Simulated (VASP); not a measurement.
# Ta3Se4 (R-3) in VASP: single point with r2SCAN

Aim: the single point of Ta3Se4 with r2SCAN.

Everything below comes from runs of VASP 6.6.1. Logs are shortened: lines on timing, memory, paths and dates and some standing lists are left out, and cuts for length are marked.

## Step 1: The cell of the first run

Symmetry: R-3, No. 148, trigonal system. The conventional cell has a = 9.562 Å, b = 9.562 Å, c = 9.920 Å, α = 90.00°, β = 90.00°, γ = 120.00°. Ta (site symmetry 1) has 5 Se at 2.51 to 2.62 Å and 5 Ta at 2.76 to 3.02 Å within 3.3 Å. Se (site symmetry 1) has 4 Ta at 2.51 to 2.62 Å and 1 Se at 3.05 Å within 3.3 Å. Within 3.4 Å of Se (site symmetry 3) lie 3 Ta at 2.56 Å and 4 Se at 3.05 to 3.34 Å.

## Step 2: Single point, r2SCAN

POSCAR reads:

```
Ta3Se4
1.0
    4.7811913245      2.7604207724      3.3067781919
   -4.7811913245      2.7604207724      3.3067781919
    0.0000000000     -5.5208455223      3.3067748716
Ta Se
6 8
Direct
    0.1886555264      0.4075253163      0.5154554560
    0.5154554560      0.1886555264      0.4075253163
    0.4075253163      0.5154554560      0.1886555264
    0.8113444736      0.5924746837      0.4845445440
    0.4845445440      0.8113444736      0.5924746837
    0.5924746837      0.4845445440      0.8113444736
    0.3493665710      0.1386619770      0.7475886947
    0.7475886947      0.3493665710      0.1386619770
    0.1386619770      0.7475886947      0.3493665710
    0.6506334290      0.8613380230      0.2524113053
    0.2524113053      0.6506334290      0.8613380230
    0.8613380230      0.2524113053      0.6506334290
    0.1681668099      0.1681668099      0.1681668099
    0.8318331901      0.8318331901      0.8318331901
```

INCAR.step1 reads:

```
SYSTEM = Ta3Se4
ALGO     = Normal         ! electronic algorithm
EDIFF    = 1E-4           ! SCF threshold, eV
ENCUT    = 520            ! plane-wave cutoff, eV
GGA      = PE             ! functional
ISMEAR   = -1             ! smearing method
LASPH    = .True.         ! aspherical terms in the spheres
LCHARG   = .False.        ! write CHGCAR
LREAL    = .False.        ! projectors in reciprocal space
LWAVE    = .True.         ! write WAVECAR
NBANDS   = 70             ! bands
NELM     = 60             ! most SCF steps
PREC     = Accurate       ! precision mode
SIGMA    = 0.05           ! smearing width, eV
```

INCAR.step2 reads:

```
SYSTEM = Ta3Se4
ALGO     = Normal         ! electronic algorithm
EDIFF    = 1E-6           ! SCF threshold, eV
ENCUT    = 520            ! plane-wave cutoff, eV
ISIF     = 2              ! what is computed and relaxed
ISMEAR   = -1             ! smearing method
ISTART   = 1            
LASPH    = .True.         ! aspherical terms in the spheres
LCHARG   = .False.        ! write CHGCAR
LMIXTAU  = .True.       
LREAL    = .False.        ! projectors in reciprocal space
LWAVE    = .False.        ! write WAVECAR
METAGGA  = R2SCAN         ! meta-GGA
NBANDS   = 70             ! bands
NELM     = 60             ! most SCF steps
PREC     = Accurate       ! precision mode
SIGMA    = 0.05           ! smearing width, eV
```

KPOINTS reads:

```
k-points
0
Gamma
  4 4 4
  0 0 0
```

Potentials or basis: VASP PAW PBE potentials, release 64 (Ta_pv, Se).

Started as:

```console
cat potpaw_PBE.64/Ta_pv/POTCAR potpaw_PBE.64/Se/POTCAR > POTCAR
cp INCAR.step1 INCAR
mpirun -np 1 vasp_std > vasp.out
cp INCAR.step2 INCAR
mpirun -np 1 vasp_std > vasp.out
```

OUTCAR:

```text
SYSTEM = Ta3Se4
   EDIFF = 1E-6
   ENCUT = 520
   ISIF = 2
   ISMEAR = -1
   ISTART = 1
   LASPH = .True.
   LREAL = .False.
   METAGGA = R2SCAN
   NELM = 60
   PREC = Accurate

 ion  position               nearest neighbor table
   1  0.189  0.408  0.515-  12 2.51  11 2.55  13 2.56   9 2.57   7 2.62   3 2.76   2 2.76   4 2.81
                             5 3.02   6 3.02
   2  0.515  0.189  0.408-  10 2.51  12 2.55  13 2.56   7 2.57   8 2.62   3 2.76   1 2.76   5 2.81
                             4 3.02   6 3.02
   3  0.408  0.515  0.189-  11 2.51  10 2.55  13 2.56   8 2.57   9 2.62   1 2.76   2 2.76   6 2.81
                             4 3.02   5 3.02
   4  0.811  0.592  0.485-   9 2.51   8 2.55  14 2.56  12 2.57  10 2.62   6 2.76   5 2.76   1 2.81
                             2 3.02   3 3.02
   5  0.485  0.811  0.592-   7 2.51   9 2.55  14 2.56  10 2.57  11 2.62   6 2.76   4 2.76   2 2.81
                             1 3.02   3 3.02
   6  0.592  0.485  0.811-   8 2.51   7 2.55  14 2.56  11 2.57  12 2.62   4 2.76   5 2.76   3 2.81
                             1 3.02   2 3.02
   7  0.349  0.139  0.748-   5 2.51   6 2.55   2 2.57   1 2.62
   8  0.748  0.349  0.139-   6 2.51   4 2.55   3 2.57   2 2.62
   9  0.139  0.748  0.349-   4 2.51   5 2.55   1 2.57   3 2.62
  10  0.651  0.861  0.252-   2 2.51   3 2.55   5 2.57   4 2.62
  11  0.252  0.651  0.861-   3 2.51   1 2.55   6 2.57   5 2.62
  12  0.861  0.252  0.651-   1 2.51   2 2.55   4 2.57   6 2.62
  13  0.168  0.168  0.168-   3 2.56   1 2.56   2 2.56
  14  0.832  0.832  0.832-   6 2.56   4 2.56   5 2.56

  LATTYP: Found a trigonal (rhomboedric) cell.
 ALAT       =     6.4354094922
 COS(alpha) =    -0.1039511793

  Lattice vectors:

 A1 = (   4.7811913245,   2.7604207724,   3.3067781919)
 A2 = (  -4.7811913245,   2.7604207724,   3.3067781919)
 A3 = (   0.0000000000,  -5.5208455223,   3.3067748716)

Analysis of symmetry for initial positions (statically):
=====================================================================
 Subroutine PRICEL returns:
 Original cell was already a primitive cell.

 Routine SETGRP: Setting up the symmetry group for a
 trigonal (rhombohedral) supercell.

 Subroutine GETGRP returns: Found  6 space group operations
 (whereof  6 operations were pure point group operations)
 out of a pool of 12 trial point group operations.

The static configuration has the point symmetry S_6 .

Analysis of symmetry for dynamics (positions and initial velocities):
=====================================================================
 Subroutine PRICEL returns:
 Original cell was already a primitive cell.

 Routine SETGRP: Setting up the symmetry group for a
 trigonal (rhombohedral) supercell.

 Subroutine GETGRP returns: Found  6 space group operations
 (whereof  6 operations were pure point group operations)
 out of a pool of 12 trial point group operations.

The dynamic configuration has the point symmetry S_6 .

 Subroutine INISYM returns: Found  6 space group operations
 (whereof  6 operations are pure point group operations),
 and found     1 'primitive' translations

----------------------------------------------------------------------------------------

                                     Primitive cell

  volume of cell :     261.8592

  direct lattice vectors                    reciprocal lattice vectors
     4.781191324  2.760420772  3.306778192     0.104576447  0.060377199  0.100803110
    -4.781191324  2.760420772  3.306778192    -0.104576447  0.060377199  0.100803110
     0.000000000 -5.520845522  3.306774872     0.000000000 -0.120754520  0.100803037

  length of vectors
     6.435409492  6.435409492  6.435409492     0.157298780  0.157298780  0.157298780

  position of ions in fractional coordinates (direct lattice)
     0.188655526  0.407525316  0.515455456
     0.515455456  0.188655526  0.407525316
     0.407525316  0.515455456  0.188655526
[... 36 lines left out ...]

 Generating k-lattice:

  Cartesian coordinates                     Fractional coordinates (reciprocal lattice)
     0.026144112  0.015094300  0.025200777     0.250000000  0.000000000  0.000000000
    -0.026144112  0.015094300  0.025200777     0.000000000  0.250000000  0.000000000
     0.000000000 -0.030188630  0.025200759    -0.000000000 -0.000000000  0.250000000

  Length of vectors
     0.039324695  0.039324695  0.039324695

  Shift w.r.t. Gamma in fractional coordinates (k-lattice)
     0.000000000  0.000000000  0.000000000

 Subroutine IBZKPT returns following result:
 ===========================================

 Found     14 irreducible k-points:

 Following reciprocal coordinates:
            Coordinates               Weight
  0.000000  0.000000  0.000000      1.000000
  0.250000 -0.000000 -0.000000      6.000000
  0.500000 -0.000000 -0.000000      3.000000
  0.250000  0.250000 -0.000000      6.000000
  0.500000  0.250000 -0.000000      6.000000
  0.500000 -0.000000 -0.250000      6.000000
 -0.250000  0.250000  0.000000      6.000000
  0.500000  0.500000 -0.000000      3.000000
  0.250000  0.250000  0.250000      2.000000
  0.500000  0.250000  0.250000      6.000000
 -0.250000  0.250000  0.250000      6.000000
  0.500000  0.500000  0.250000      6.000000
 -0.250000  0.500000  0.250000      6.000000
  0.500000  0.500000  0.500000      1.000000
   k-points           NKPTS =     14   k-points in BZ     NKDIM =     14   number of bands    NBANDS=     70
   number of dos      NEDOS =    301   number of ions     NIONS =     14
   total plane-waves  NPLWV = 110592
   dimension x,y,z NGX =    48 NGY =   48 NGZ =   48
   dimension x,y,z NGXF=    96 NGYF=   96 NGZF=   96
   ions per type =               6   8
   NGX,Y,Z   is equivalent  to a cutoff of  12.40, 12.40, 12.40 a.u.
   NGXF,Y,Z  is equivalent  to a cutoff of  24.80, 24.80, 24.80 a.u.
 SYSTEM =  Ta3Se4
   PREC   = accura    normal or accurate (medium, high low for compatibility)
   ISTART =      1    job   : 0-new  1-cont  2-samecut
   ICHARG =      0    charge: 1-file 2-atom 10-const
   ISPIN  =      1    spin polarized calculation?
   LNONCOLLINEAR =      F non collinear calculations
   LSORBIT =      F    spin-orbit coupling
   LASPH  =      T    aspherical Exc in radial PAW
   ENCUT  =  520.0 eV  38.22 Ry    6.18 a.u.  11.97 11.97 11.97*2*pi/ulx,y,z
   NELM   =     60;   NELMIN=  2; NELMDL=  0     # of ELM steps
   EDIFF  = 0.1E-05   stopping-criterion for ELM
   LREAL  =      F    real-space projection
   EDIFFG = 0.1E-04   stopping-criterion for IOM
   NSW    =      0    number of steps for IOM
   IBRION =     -1    ionic relax: 0-MD 1-quasi-New 2-CG
   NFREE  =      0    steps in history (QN), initial steepest desc. (CG)
   ISIF   =      2    stress and relaxation
   ISYM   =      2    0-nonsym 1-usesym 2-fastsym
   POTIM  = 0.5000    time-step for ionic-motion
   TEBEG  =    0.0;   TEEND  =   0.0 temperature during run
   PSTRESS=    0.0 pullay stress
   NELECT =     114.0000    total number of electrons
   NUPDOWN=      -1.0000    fix difference up-down
   EMIN   =  10.00;   EMAX   =-10.00  energy-range for DOS
   EFERMI =   0.00;   METHOD = LEGACY
   ISMEAR =    -1;   SIGMA  =   0.05  broadening in eV -4-tet -1-fermi 0-gaus
   EFERMI_NEDOS =   21; number of points for ismear=-14 and -15
   IALGO  =     38    algorithm
   IMIX   =      4    mixing-type and parameters
     AMIX     =   0.40;   BMIX     =  1.00
     AMIX_MAG =   1.60;   BMIX_MAG =  1.00
  volume/ion in A,a.u.               =      18.70       126.22
  Fermi-wavevector in a.u.,A,eV,Ry     =   1.240758  2.344693 20.945912  1.539481
  Thomas-Fermi vector in A             =   2.375185
   LORBIT       =      0    0 simple, 1 ext, 2 COOP (PROOUT), +10 PAW based schemes
   METAGGA = R2SCAN    functional components
   LHFCALC =     F    Hartree Fock is set to
   AEXX    =    0.0000 exact exchange contribution
   IVDW    =     0    specifies the selected vdW correction
   LEPSILON=     F    determine dielectric tensor
   LRPA    =     F    only Hartree local field effects (RPA)
 non-spin polarized calculation
  energy-cutoff  :      520.00
  volume of cell :      261.86
 maximum number of plane-waves:      7072
   NGX = 23   NGY = 23   NGZ = 23

 number of electron     114.0000000 magnetization

 Free energy of the ion-electron system (eV)
  ---------------------------------------------------
  ext. energy  EPLUGINS =         0.00000000
  ---------------------------------------------------
  free energy    TOTEN  =      -412.75418017 eV

  energy without entropy =     -412.70859043  energy(sigma->0) =     -412.73138530

 E-fermi :   6.0135     XC(G=0): -11.9742

 val. band max:        6.0054021052   @ k =   0.5000   0.2500  -0.0000
 cond. band min:       6.0194903077   @ k =   0.5000  -0.0000  -0.0000
 fundamental gap:      0.0140882025
 Fermi energy:         6.0135162561

 k-point     1 :       0.0000    0.0000    0.0000
  band No.  band energies     occupation
      1     -30.2109      2.00000
      2     -30.0484      2.00000
      3     -30.0484      2.00000
      4     -30.0185      2.00000
      5     -29.9232      2.00000
      6     -29.9173      2.00000
[... 997 lines left out ...]
     68       9.2425      0.00000
     69       9.7231      0.00000
 [bands above 69 left out]

------------------------ aborting loop because EDIFF is reached ----------------------------------------

  FORCE on cell =-STRESS in cart. coord.  units (eV):
  Direction    XX          YY          ZZ          XY          YZ          ZX
  --------------------------------------------------------------------------------------
  -------------------------------------------------------------------------------------
  Total       33.5293432     33.5293432     33.4341587     -0.0000171      0.0000000      0.0000000
  in kB      205.1482615    205.1482615    204.5658779     -0.0001045      0.0000002      0.0000000
  external PRESSURE =     204.9541336 kB  Pullay stress =       0.0000000 kB

 VOLUME and BASIS-vectors are now :
 -----------------------------------------------------------------------------
  energy-cutoff  :      520.00
  volume of cell :      261.86
      direct lattice vectors                 reciprocal lattice vectors
     4.781191324  2.760420772  3.306778192     0.104576447  0.060377199  0.100803110
    -4.781191324  2.760420772  3.306778192    -0.104576447  0.060377199  0.100803110
     0.000000000 -5.520845522  3.306774872     0.000000000 -0.120754520  0.100803037

 POSITION                                       TOTAL-FORCE (eV/Angst)
 -----------------------------------------------------------------------------------
     -1.04646     -1.20004      3.67593        -0.006234     -0.012743     -0.017435
      1.56249     -0.30624      3.67593         0.014153      0.000973     -0.017435
     -0.51603      1.50628      3.67593        -0.007919      0.011770     -0.017435
      1.04646      1.20004      6.24440         0.006234      0.012743      0.017435
     -1.56249      0.30624      6.24440        -0.014153     -0.000973      0.017435
      0.51603     -1.50628      6.24440         0.007919     -0.011770      0.017435
      1.00742     -2.78016      4.08591         0.000349     -0.046979     -0.001687
      1.90398      2.26253      4.08591         0.040511      0.023792     -0.001687
     -2.91140      0.51763      4.08591        -0.040860      0.023187     -0.001687
     -1.00742      2.78015      5.83442        -0.000349      0.046979      0.001687
     -1.90398     -2.26253      5.83442        -0.040511     -0.023792      0.001687
      2.91140     -0.51763      5.83442         0.040860     -0.023187      0.001687
      0.00000     -0.00000      1.66827        -0.000000      0.000000     -0.050831
      0.00000     -0.00000      8.25206        -0.000000     -0.000000      0.050831
 -----------------------------------------------------------------------------------
    total drift:                                0.000000      0.000000      0.000000

  FREE ENERGIE OF THE ION-ELECTRON SYSTEM (eV)
  ---------------------------------------------------
  free  energy   TOTEN  =      -412.7541801685 eV

  energy  without entropy=     -412.7085904313  energy(sigma->0) =     -412.73138530
```

Wall time 12 min (1 thread of Intel Xeon Platinum 8259CL at 2.50GHz (Skylake/Cascade Lake), shared host); peak memory 0.48 GiB.

Results:

```
Free energy            : -412.7542 eV
Pressure               : 20.5 GPa
Largest force          : 0.051 eV/Å
Band gap on the k mesh : zero (band 57 reaches 6.02 eV, above the bottom of band 58 at 5.94 eV)
```

Forces on the atoms (eV/Å):
```
Ta  -0.006 -0.013 -0.017
Ta   0.014  0.001 -0.017
Ta  -0.008  0.012 -0.017
Ta   0.006  0.013  0.017
Ta  -0.014 -0.001  0.017
Ta   0.008 -0.012  0.017
Se   0.000 -0.047 -0.002
Se   0.041  0.024 -0.002
Se  -0.041  0.023 -0.002
Se   0.000  0.047  0.002
Se  -0.041 -0.024  0.002
Se   0.041 -0.023  0.002
Se   0.000  0.000 -0.051
Se   0.000  0.000  0.051
```

Caveat: the PAW data sets were made with another functional, which shifts forces and pressure a little; spin-orbit coupling is left out, which moves the levels of the heavy elements.
